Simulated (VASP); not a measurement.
A run of VASP 6.6.1:

Contents of INCAR:

```
SYSTEM = C
ALGO = Normal
EDIFF = 1E-7
ENCUT = 520
GGA = PE
ISIF = 2
ISMEAR = -1
LASPH = .TRUE.
LCHARG = .TRUE.
LELF = .TRUE.
LREAL = .FALSE.
LVHAR = .TRUE.
LWAVE = .FALSE.
NBANDS = 11
NELM = 80
PREC = Accurate
SIGMA = 0.05
```

KPOINTS

```
k-points
0
G
  18 18 18
  0 0 0
```

POSCAR

```
C
1.0
    0.0000000000      2.0844600000      3.3480000000
    1.2034400000      0.0000000000      3.3480000000
    1.2034400000      2.0844600000      0.0000000000
C
2
Direct
    0.1666700000      0.8333300000      0.1666700000
    0.8333300000      0.1666700000      0.8333300000
```

Potentials or basis: VASP PAW PBE potentials, release 64 (C).

Command:

```sh
$ cat potpaw_PBE.64/C/POTCAR > POTCAR
$ mpirun -np 1 vasp_std > vasp.out
```

Hardware: 1 thread of Intel Xeon 6975P-C, on a shared host.

Problem. Estimate the wall time of this run.

Solution. Run time: 2.8 min on 1 thread of Intel Xeon 6975P-C (shared host), peak memory 0.24 GiB. Counts: scf iterations 13, k points 865.
